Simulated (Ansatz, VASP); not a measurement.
**ReSb in VASP and in Ansatz**

```
CELL_PARAMETERS angstrom
0.00000 3.01326 3.01326
3.01326 0.00000 3.01326
3.01326 3.01326 0.00000
ATOMIC_POSITIONS crystal
Re 0.00000 0.00000 0.00000
Sb 0.25000 0.25000 0.25000
```

Alike in both runs: task single point; functional PBE; k mesh 15 × 15 × 15; occupations gaussian, width 0.15 eV; no spin polarisation.

|  | VASP | Ansatz |
| --- | --- | --- |
| version | VASP 6.6.1 | Ansatz 0.2.0 |
| potentials or method | VASP PAW PBE potentials, release 64 (Re, Sb), cutoff 520 eV | all-electron LAPW, scalar-relativistic |

VASP gave:

```
gap on the k mesh at the Fermi level (eV) : none
pressure (GPa)                            : -0.2
```

Question: Estimate Ansatz's values.

Answer: gap on the k mesh at the Fermi level (eV): none; pressure (GPa): -0.1.

A gap of «none» marks a metal or a gap that the smearing closes. Ansatz ran all-electron here, and VASP with PAW potentials.

Spin-orbit coupling is off throughout.
